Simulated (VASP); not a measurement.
# MgO (I4mm) in VASP: a series of runs, part 2 of 2

VASP 6.6.1.

### 4 Single point, PBE (atoms displaced along a vibrational mode, the cell strained)

Input file INCAR:

```
SYSTEM = MgO
  ALGO = Normal
  EDIFF = 1E-6
  ENCUT = 840
  GGA = PE
  GGA_COMPAT = .False.
  ISIF = 2
  ISMEAR = 0
  LASPH = .True.
  LCHARG = .False.
  LREAL = .False.
  LWAVE = .False.
  NBANDS = 15
  NELM = 120
  PREC = Accurate
  SIGMA = 0.05
```

Input file KPOINTS:

```
k-points
0
Gamma
  10 10 10
  0 0 0
```

Input file POSCAR:

```
MgO
1.0
    0.0000000000      2.1448745921      2.1448745921
    2.1448745921      0.0000000000      2.1448745921
    2.1448745921      2.1448745921      0.0000000000
Mg O
1 1
Direct
    0.0133061842      0.0133061842     -0.0133061842
    0.4797858112      0.4797858112      0.5202141888
```

Potentials or basis: VASP PAW PBE potentials, release 64 (Mg_sv, O).

Launch:

```bash
cat potpaw_PBE.64/Mg_sv/POTCAR potpaw_PBE.64/O/POTCAR > POTCAR
mpirun -np 1 vasp_std > vasp.out
```

OUTCAR:

```text
SYSTEM = MgO
   EDIFF = 1E-6
   ENCUT = 840
   GGA = PE
   ISIF = 2
   ISMEAR = 0
   LASPH = .True.
   LREAL = .False.
   NELM = 120
   PREC = Accurate

 ion  position               nearest neighbor table
   1  0.013  0.013  0.987-   2 2.00
   2  0.480  0.480  0.520-   1 2.00

  LATTYP: Found a face centered cubic cell.
 ALAT       =     4.2897491842

  Lattice vectors:

 A1 = (   0.0000000000,   2.1448745921,   2.1448745921)
 A2 = (   2.1448745921,   0.0000000000,   2.1448745921)
 A3 = (   2.1448745921,   2.1448745921,   0.0000000000)

Analysis of symmetry for initial positions (statically):
=====================================================================
 Subroutine PRICEL returns:
 Original cell was already a primitive cell.

 Routine SETGRP: Setting up the symmetry group for a
 face centered cubic supercell.

 Subroutine GETGRP returns: Found  8 space group operations
 (whereof  8 operations were pure point group operations)
 out of a pool of 48 trial point group operations.

The static configuration has the point symmetry C_4v.

Analysis of symmetry for dynamics (positions and initial velocities):
=====================================================================
 Subroutine PRICEL returns:
 Original cell was already a primitive cell.

 Routine SETGRP: Setting up the symmetry group for a
 face centered cubic supercell.

 Subroutine GETGRP returns: Found  8 space group operations
 (whereof  8 operations were pure point group operations)
 out of a pool of 48 trial point group operations.

The dynamic configuration has the point symmetry C_4v.

 Subroutine INISYM returns: Found  8 space group operations
 (whereof  8 operations are pure point group operations),
 and found     1 'primitive' translations

----------------------------------------------------------------------------------------

                                     Primitive cell

  volume of cell :      19.7349

  direct lattice vectors                    reciprocal lattice vectors
     0.000000000  2.144874592  2.144874592    -0.233113862  0.233113862  0.233113862
[... 118 lines left out ...]
 Gauss-broadening in eV      SIGMA  =   0.05
  energy-cutoff  :      840.00
  volume of cell :       19.73
 maximum number of plane-waves:      1106
 NGX is ok and might be reduce to    30
   NGX = 15   NGY = 15   NGZ = 15

 number of electron      15.9999999 magnetization

 Free energy of the ion-electron system (eV)
  ---------------------------------------------------
  ext. energy  EPLUGINS =         0.00000000
  ---------------------------------------------------
  free energy    TOTEN  =       -11.83339099 eV

  energy without entropy =      -11.83339099  energy(sigma->0) =      -11.83339099

 E-fermi :   2.9980     XC(G=0): -11.1103

 val. band max:        2.5152942568   @ k =   0.0000   0.0000   0.0000
 cond. band min:       6.7383855074   @ k =   0.0000   0.0000   0.0000
 fundamental gap:      4.2230912506
 Fermi energy:         2.9979980947

 k-point     1 :       0.0000    0.0000    0.0000
  band No.  band energies     occupation
      1     -69.9074      2.00000
      2     -36.6390      2.00000
      3     -36.6390      2.00000
      4     -36.6379      2.00000
      5     -14.4569      2.00000
      6       2.4872      2.00000
      7       2.5153      2.00000
      8       2.5153      2.00000
      9       6.7384      0.00000
     10      18.0588      0.00000
     11      18.0976      0.00000
     12      18.0976      0.00000
     13      21.7524      0.00000
     14      23.5285      0.00000
[... 401 lines left out ...]
      2     -36.6538      2.00000
      3     -36.6436      2.00000
      4     -36.6392      2.00000
      5     -14.2056      2.00000
      6       1.1759      2.00000
      7       2.2076      2.00000
      8       2.4052      2.00000
      9       8.1591      0.00000
     10      15.7542      0.00000
     11      18.3145      0.00000
     12      18.7339      0.00000
     13      21.4644      0.00000
     14      22.8462      0.00000
     15      24.6577      0.00000

 [... further k-points ...]

------------------------ aborting loop because EDIFF is reached ----------------------------------------

  FORCE on cell =-STRESS in cart. coord.  units (eV):
  Direction    XX          YY          ZZ          XY          YZ          ZX
  --------------------------------------------------------------------------------------
  -------------------------------------------------------------------------------------
  Total       -0.4798348     -0.4798348      0.2738820      0.0000000     -0.0000000      0.0000000
  in kB      -38.9553069    -38.9553069     22.2350611      0.0000000     -0.0000000      0.0000000
  external PRESSURE =     -18.5585175 kB  Pullay stress =       0.0000000 kB

 VOLUME and BASIS-vectors are now :
 -----------------------------------------------------------------------------
  energy-cutoff  :      840.00
  volume of cell :       19.73
      direct lattice vectors                 reciprocal lattice vectors
     0.000000000  2.144874592  2.144874592    -0.233113862  0.233113862  0.233113862
     2.144874592  0.000000000  2.144874592     0.233113862 -0.233113862  0.233113862
     2.144874592  2.144874592  0.000000000     0.233113862  0.233113862 -0.233113862

 POSITION                                       TOTAL-FORCE (eV/Angst)
 -----------------------------------------------------------------------------------
      2.14487      2.14487      0.05708         0.000000      0.000000     -0.710866
      2.14487      2.14487      2.05816         0.000000      0.000000      0.710866
 -----------------------------------------------------------------------------------
    total drift:                                0.000000      0.000000     -0.000212

  FREE ENERGIE OF THE ION-ELECTRON SYSTEM (eV)
  ---------------------------------------------------
  free  energy   TOTEN  =       -11.8333909854 eV

  energy  without entropy=      -11.8333909854  energy(sigma->0) =      -11.83339099
```

OSZICAR:

```text
N       E                     dE             d eps       ncg     rms          rms(c)
DAV:   1     0.158316053658E+03    0.15832E+03   -0.12797E+04  3060   0.176E+03
DAV:   2    -0.679988232806E+01   -0.16512E+03   -0.15609E+03  3515   0.444E+02
DAV:   3    -0.133443004296E+02   -0.65444E+01   -0.64997E+01  4412   0.817E+01
DAV:   4    -0.134584097107E+02   -0.11411E+00   -0.11410E+00  3419   0.101E+01
DAV:   5    -0.134605353822E+02   -0.21257E-02   -0.21257E-02  4000   0.116E+00    0.866E+00
DAV:   6    -0.118601910893E+02    0.16003E+01   -0.27416E+00  3361   0.149E+01    0.291E+00
DAV:   7    -0.118451577328E+02    0.15033E-01   -0.13667E-01  3529   0.345E+00    0.176E+00
DAV:   8    -0.118344873963E+02    0.10670E-01   -0.41920E-02  3802   0.236E+00    0.352E-01
DAV:   9    -0.118331852452E+02    0.13022E-02   -0.40450E-03  3515   0.624E-01    0.991E-02
DAV:  10    -0.118333961875E+02   -0.21094E-03   -0.32859E-04  3634   0.198E-01    0.412E-02
DAV:  11    -0.118333910251E+02    0.51624E-05   -0.34344E-05  3921   0.624E-02    0.605E-03
DAV:  12    -0.118333909854E+02    0.39715E-07   -0.12321E-06  2982   0.136E-02
   1 F= -.11833391E+02 E0= -.11833391E+02  d E =-.188215E-44
```

stdout:

```text
POSCAR found type information on POSCAR MgO
 POSCAR found :  2 types and       2 ions
 scaLAPACK will be used
 LDA part: xc-table for (Slater+PW92), standard interpolation
 POSCAR, INCAR and KPOINTS ok, starting setup
 FFT: planning ... GRIDC
 FFT: planning ... GRID_SOFT
 FFT: planning ... GRID
 WAVECAR not read
 entering main loop
```

Wall time 52 s (1 thread of Intel Xeon Platinum 8259CL at 2.50GHz (Skylake/Cascade Lake), shared host); peak memory 0.2 GiB.

Results:

```
Free energy            : -11.8334 eV
Pressure               : -1.9 GPa
Largest force          : 0.711 eV/Å
Band gap on the k mesh : 4.22 eV
```

Forces in eV/Å, atoms in the order of the input:
```
Mg   0.000  0.000 -0.711
O    0.000  0.000  0.711
```

Stress tensor (GPa, compression positive):
```
-3.90  0.00  0.00
 0.00 -3.90  0.00
 0.00  0.00  2.22
```

Levels at points of the mesh, in eV from the valence-band top:
```
           k point  band 5  band 6  band 7  band 8  band 9  band 10  band 11  band 12
(0.00, 0.00, 0.00)  -16.97   -0.03    0.00    0.00    4.22    15.54    15.58    15.58
(0.50, 0.00, 0.00)  -15.80   -4.36   -0.59   -0.58    7.58    11.93    15.77    15.85
(0.50, 0.50, 0.00)  -15.60   -3.80   -1.25   -1.25    9.07     9.30    12.57    18.20
(0.00, 0.50, 0.50)  -15.60   -3.82   -1.27   -1.26    9.12     9.34    12.55    18.15
```

Caveat: the cell differs from its parent crystal (atoms displaced along a vibrational mode, the cell strained); the stress differs along the axes, from -4 to 2 GPa.

### 5 The runs side by side

| cell | gap on the mesh (eV) | pressure (GPa) | largest force (eV/Å) |
| --- | --- | --- | --- |
| a = 3.033 Å, angles 60.0°, 2 atoms, atomic positions A | 4.22 | 0.4 | 1.26 |
| a = 2.958 Å, angles 60.0°, 2 atoms, atomic positions B | 4.93 | 10.5 | 0.98 |
| a = 3.033 Å, angles 60.0°, 2 atoms, atomic positions B | 4.22 | -1.9 | 0.71 |

Alike in all rows: task single point; level PBE; potentials or basis VASP PAW PBE potentials, release 64 (Mg_sv, O); no spin polarisation; k mesh 10 × 10 × 10; cutoff (eV) 840; smearing gaussian 0.05 eV.

Caveats: the stress differs along the axes, from -4 to 10 GPa (at least some runs); forces of over 1 eV/Å act on the atoms, so gaps and moduli don't describe the material at rest (at least some runs); the stress differs along the axes, from 8 to 16 GPa (at least some runs); the stress differs along the axes, from -4 to 2 GPa (at least some runs).

Total energies depend on the potentials used, so only differences within one code and one set of settings carry meaning.
